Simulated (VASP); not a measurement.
# YSe2 (R-3m) in VASP: single point with PBE

Aim: the single point of YSe2 with PBE.

All numbers are computed with VASP 6.6.1; they aren't measurements. Logs are shortened: lines on timing, memory, paths and dates and some standing lists are left out, and cuts for length are marked.

## Step 1: The cell of the first run

Symmetry: R-3m, No. 166, trigonal system. Conventional cell: a = 4.340 Å, b = 4.340 Å, c = 15.628 Å, α = 90.00°, β = 90.00°, γ = 120.00°. Y (site symmetry -3m) has 8 Se at 2.86 to 3.82 Å within 3.9 Å. Se (site symmetry 3m) has 4 Y at 2.86 to 3.82 Å and 6 Se at 3.49 to 3.74 Å within 3.9 Å.

## Step 2: Single point, PBE

File INCAR:

```
PREC     = Accurate       # precision mode
ENCUT    = 520            # plane-wave cutoff, eV
EDIFF    = 1E-6           # SCF threshold, eV
ISMEAR   = -1             # smearing method
SIGMA    = 0.05           # smearing width, eV
LREAL    = False          # projectors in reciprocal space
LASPH    = True           # aspherical terms in the spheres
NELM     = 80             # most SCF steps
ALGO     = Normal         # electronic algorithm
ISIF     = 2              # what is computed and relaxed
LWAVE    = False          # write WAVECAR
LCHARG   = False          # write CHGCAR
GGA      = PE             # functional
NBANDS   = 18             # bands
```

File KPOINTS:

```
regular mesh
0
Gamma
  10 10 10
```

File POSCAR:

```
YSe2
1.0
    2.1700469514      1.2528771915      5.2092494223
   -2.1700469514      1.2528771915      5.2092494223
    0.0000000000     -2.5057543831      5.2092494223
Y Se
1 2
Direct
    0.0000000000      0.0000000000      0.0000000000
    0.2445848164      0.2445848164      0.2445848164
    0.7554151836      0.7554151836      0.7554151836
```

Potentials or basis: VASP PAW PBE potentials, release 64 (Y_sv, Se).

Launch:

```console
cat potpaw_PBE.64/Y_sv/POTCAR potpaw_PBE.64/Se/POTCAR > POTCAR
mpirun -np 1 vasp_std > vasp.out
```

OUTCAR:

```text
PREC = Accurate
   ENCUT = 520
   EDIFF = 1E-6
   ISMEAR = -1
   LREAL = False
   LASPH = True
   NELM = 80
   ISIF = 2
   GGA = PE

 ion  position               nearest neighbor table
   1  0.000  0.000  0.000-   3 2.86   2 2.86   3 2.86   3 2.86   2 2.86   2 2.86
   2  0.245  0.245  0.245-   1 2.86   1 2.86   1 2.86
   3  0.755  0.755  0.755-   1 2.86   1 2.86   1 2.86

  LATTYP: Found a trigonal (rhomboedric) cell.
 ALAT       =     5.7805782213
 COS(alpha) =     0.7181450335

  Lattice vectors:

 A1 = (   2.1700469514,   1.2528771915,   5.2092494223)
 A2 = (  -2.1700469514,   1.2528771915,   5.2092494223)
 A3 = (   0.0000000000,  -2.5057543831,   5.2092494223)

Analysis of symmetry for initial positions (statically):
=====================================================================
 Subroutine PRICEL returns:
 Original cell was already a primitive cell.

 Routine SETGRP: Setting up the symmetry group for a
 trigonal (rhombohedral) supercell.

 Subroutine GETGRP returns: Found 12 space group operations
 (whereof 12 operations were pure point group operations)
 out of a pool of 12 trial point group operations.

The static configuration has the point symmetry D_3d.

Analysis of symmetry for dynamics (positions and initial velocities):
=====================================================================
 Subroutine PRICEL returns:
 Original cell was already a primitive cell.

 Routine SETGRP: Setting up the symmetry group for a
 trigonal (rhombohedral) supercell.

 Subroutine GETGRP returns: Found 12 space group operations
 (whereof 12 operations were pure point group operations)
 out of a pool of 12 trial point group operations.

The dynamic configuration has the point symmetry D_3d.

 Subroutine INISYM returns: Found 12 space group operations
 (whereof 12 operations are pure point group operations),
 and found     1 'primitive' translations

----------------------------------------------------------------------------------------

                                     Primitive cell

  volume of cell :      84.9775

  direct lattice vectors                    reciprocal lattice vectors
     2.170046951  1.252877192  5.209249422     0.230409761  0.133027138  0.063988745
    -2.170046951  1.252877192  5.209249422    -0.230409761  0.133027138  0.063988745
     0.000000000 -2.505754383  5.209249422     0.000000000 -0.266054275  0.063988745

  length of vectors
     5.780578221  5.780578221  5.780578221     0.273641073  0.273641073  0.273641073

  position of ions in fractional coordinates (direct lattice)
     0.000000000  0.000000000  0.000000000
     0.244584816  0.244584816  0.244584816
     0.755415184  0.755415184  0.755415184

  ion indices of the primitive-cell ions
   primitive index   ion index
                 1           1
                 2           2
                 3           3

----------------------------------------------------------------------------------------

 KPOINTS: regular mesh

Automatic generation of k-mesh.
 Grid dimensions read from file:
 generate k-points for:   10   10   10

 Generating k-lattice:

  Cartesian coordinates                     Fractional coordinates (reciprocal lattice)
     0.023040976  0.013302714  0.006398875     0.100000000  0.000000000  0.000000000
    -0.023040976  0.013302714  0.006398875     0.000000000  0.100000000  0.000000000
     0.000000000 -0.026605428  0.006398875     0.000000000  0.000000000  0.100000000

  Length of vectors
     0.027364107  0.027364107  0.027364107

  Shift w.r.t. Gamma in fractional coordinates (k-lattice)
     0.000000000  0.000000000  0.000000000

 Subroutine IBZKPT returns following result:
 ===========================================

 Found    116 irreducible k-points:

 Following reciprocal coordinates:
            Coordinates               Weight
  0.000000  0.000000  0.000000      1.000000
  0.100000  0.000000  0.000000      6.000000
  0.200000  0.000000  0.000000      6.000000
  0.300000  0.000000  0.000000      6.000000
  0.400000  0.000000  0.000000      6.000000
  0.500000  0.000000  0.000000      3.000000
[... 16 lines left out ...]
  0.300000  0.300000  0.000000      6.000000
  0.400000  0.300000  0.000000     12.000000
 [... further k-points ...]
   k-points           NKPTS =    116   k-points in BZ     NKDIM =    116   number of bands    NBANDS=     18
   number of dos      NEDOS =    301   number of ions     NIONS =      3
   total plane-waves  NPLWV = 110592
   dimension x,y,z NGX =    48 NGY =   48 NGZ =   48
   dimension x,y,z NGXF=    96 NGYF=   96 NGZF=   96
   ions per type =               1   2
   NGX,Y,Z   is equivalent  to a cutoff of  13.80, 13.80, 13.80 a.u.
   NGXF,Y,Z  is equivalent  to a cutoff of  27.61, 27.61, 27.61 a.u.
 SYSTEM =  unknown system
   PREC   = accura    normal or accurate (medium, high low for compatibility)
   ISTART =      0    job   : 0-new  1-cont  2-samecut
   ICHARG =      2    charge: 1-file 2-atom 10-const
   ISPIN  =      1    spin polarized calculation?
   LNONCOLLINEAR =      F non collinear calculations
   LSORBIT =      F    spin-orbit coupling
   LASPH  =      T    aspherical Exc in radial PAW
   ENCUT  =  520.0 eV  38.22 Ry    6.18 a.u.  10.75 10.75 10.75*2*pi/ulx,y,z
   NELM   =     80;   NELMIN=  2; NELMDL= -5     # of ELM steps
   EDIFF  = 0.1E-05   stopping-criterion for ELM
   LREAL  =      F    real-space projection
   EDIFFG = 0.1E-04   stopping-criterion for IOM
   NSW    =      0    number of steps for IOM
   IBRION =     -1    ionic relax: 0-MD 1-quasi-New 2-CG
   NFREE  =      0    steps in history (QN), initial steepest desc. (CG)
   ISIF   =      2    stress and relaxation
   ISYM   =      2    0-nonsym 1-usesym 2-fastsym
   POTIM  = 0.5000    time-step for ionic-motion
   TEBEG  =    0.0;   TEEND  =   0.0 temperature during run
   PSTRESS=    0.0 pullay stress
   NELECT =      23.0000    total number of electrons
   NUPDOWN=      -1.0000    fix difference up-down
   EMIN   =  10.00;   EMAX   =-10.00  energy-range for DOS
   EFERMI =   0.00;   METHOD = LEGACY
   ISMEAR =    -1;   SIGMA  =   0.05  broadening in eV -4-tet -1-fermi 0-gaus
   EFERMI_NEDOS =   21; number of points for ismear=-14 and -15
   IALGO  =     38    algorithm
   IMIX   =      4    mixing-type and parameters
     AMIX     =   0.40;   BMIX     =  1.00
     AMIX_MAG =   1.60;   BMIX_MAG =  1.00
  volume/ion in A,a.u.               =      28.33       191.15
  Fermi-wavevector in a.u.,A,eV,Ry     =   1.058968  2.001159 15.257748  1.121413
  Thomas-Fermi vector in A             =   2.194296
   LORBIT       =      0    0 simple, 1 ext, 2 COOP (PROOUT), +10 PAW based schemes
   GGA     = PE    functional components
   LHFCALC =     F    Hartree Fock is set to
   AEXX    =    0.0000 exact exchange contribution
   IVDW    =     0    specifies the selected vdW correction
   LEPSILON=     F    determine dielectric tensor
   LRPA    =     F    only Hartree local field effects (RPA)
 non-spin polarized calculation
  energy-cutoff  :      520.00
  volume of cell :       84.98
 maximum number of plane-waves:      2311
 NGX is ok and might be reduce to    48
   NGX = 21   NGY = 21   NGZ = 21

 number of electron      23.0000000 magnetization

 Free energy of the ion-electron system (eV)
  ---------------------------------------------------
  ext. energy  EPLUGINS =         0.00000000
  ---------------------------------------------------
  free energy    TOTEN  =       -17.36431445 eV

  energy without entropy =      -17.34704231  energy(sigma->0) =      -17.35567838

 E-fermi :   2.0227     XC(G=0):  -9.0581

 val. band max:        2.0200936718   @ k =  -0.2000  -0.2000   0.1000
 cond. band min:       2.0229768145   @ k =   0.1000   0.1000   0.0000
 fundamental gap:      0.0028831427
 Fermi energy:         2.0226837906

 k-point     1 :       0.0000    0.0000    0.0000
  band No.  band energies     occupation
      1     -40.0300      2.00000
      2     -20.0851      2.00000
      3     -19.9678      2.00000
      4     -19.9678      2.00000
      5     -10.4270      2.00000
      6      -8.8658      2.00000
[... 10 lines left out ...]
     17       7.4908      0.00000
     18       7.8459      0.00000

 k-point     2 :       0.1000    0.0000    0.0000
  band No.  band energies     occupation
      1     -40.0296      2.00000
      2     -20.0828      2.00000
      3     -19.9791      2.00000
      4     -19.9699      2.00000
      5     -10.3622      2.00000
      6      -8.9118      2.00000
[... 10 lines left out ...]
     17       7.6550      0.00000
     18       7.7454      0.00000

 k-point     3 :       0.2000    0.0000    0.0000
  band No.  band energies     occupation
      1     -40.0285      2.00000
      2     -20.0769      2.00000
      3     -20.0083      2.00000
      4     -19.9753      2.00000
      5     -10.1879      2.00000
      6      -9.0274      2.00000
[... 10 lines left out ...]
     17       7.5915      0.00000
     18       8.1638      0.00000

 k-point     4 :       0.3000    0.0000    0.0000
  band No.  band energies     occupation
      1     -40.0271      2.00000
      2     -20.0701      2.00000
      3     -20.0433      2.00000
      4     -19.9820      2.00000
      5      -9.9622      2.00000
      6      -9.1607      2.00000
[... 375 lines left out ...]
      4     -19.9962      2.00000
      5      -9.8491      2.00000
      6      -9.2246      2.00000
[... 10 lines left out ...]
     17       7.9053      0.00000
     18       9.5691      0.00000

 k-point    23 :       0.3000    0.3000    0.0000
  band No.  band energies     occupation
      1     -40.0271      2.00000
      2     -20.0728      2.00000
      3     -20.0421      2.00000
      4     -19.9824      2.00000
      5      -9.8666      2.00000
      6      -9.2533      2.00000
[... 10 lines left out ...]
     17       7.6177      0.00000
     18       7.9994      0.00000

 k-point    24 :       0.4000    0.3000    0.0000
  band No.  band energies     occupation
      1     -40.0264      2.00000
      2     -20.0711      2.00000
      3     -20.0544      2.00000
      4     -19.9913      2.00000
      5      -9.7172      2.00000
      6      -9.3285      2.00000
[... 10 lines left out ...]
     17       7.8474      0.00000
     18       8.6501      0.00000

 [... further k-points ...]

------------------------ aborting loop because EDIFF is reached ----------------------------------------

  FORCE on cell =-STRESS in cart. coord.  units (eV):
  Direction    XX          YY          ZZ          XY          YZ          ZX
  --------------------------------------------------------------------------------------
  -------------------------------------------------------------------------------------
  Total        0.0197848      0.0197848     -0.0014049      0.0000000      0.0000000      0.0000000
  in kB        0.3730247      0.3730247     -0.0264874      0.0000000      0.0000000      0.0000000
  external PRESSURE =       0.2398540 kB  Pullay stress =       0.0000000 kB

 VOLUME and BASIS-vectors are now :
 -----------------------------------------------------------------------------
  energy-cutoff  :      520.00
  volume of cell :       84.98
      direct lattice vectors                 reciprocal lattice vectors
     2.170046951  1.252877192  5.209249422     0.230409761  0.133027138  0.063988745
    -2.170046951  1.252877192  5.209249422    -0.230409761  0.133027138  0.063988745
     0.000000000 -2.505754383  5.209249422     0.000000000 -0.266054275  0.063988745

 POSITION                                       TOTAL-FORCE (eV/Angst)
 -----------------------------------------------------------------------------------
      0.00000      0.00000      0.00000         0.000000     -0.000000     -0.000000
      0.00000     -0.00000      3.82231         0.000000      0.000000     -0.006198
      0.00000     -0.00000     11.80544         0.000000     -0.000000      0.006198
 -----------------------------------------------------------------------------------
    total drift:                               -0.000000     -0.000000      0.000000

  FREE ENERGIE OF THE ION-ELECTRON SYSTEM (eV)
  ---------------------------------------------------
  free  energy   TOTEN  =       -17.3643144497 eV

  energy  without entropy=      -17.3470423083  energy(sigma->0) =      -17.35567838
```

Wall time 9.8 min (1 thread of Oxide Virtual Turin-like, shared host); peak memory 0.44 GiB.

Results:

```
Free energy            : -17.3643 eV
Pressure               : 0.0 GPa
Largest force          : 0.006 eV/Å
Band gap on the k mesh : zero (an odd number of electrons rules out a gap without spin polarisation)
```

Forces in eV/Å, atoms in the order of the input:
```
Y    0.000  0.000  0.000
Se   0.000  0.000 -0.006
Se   0.000  0.000  0.006
```
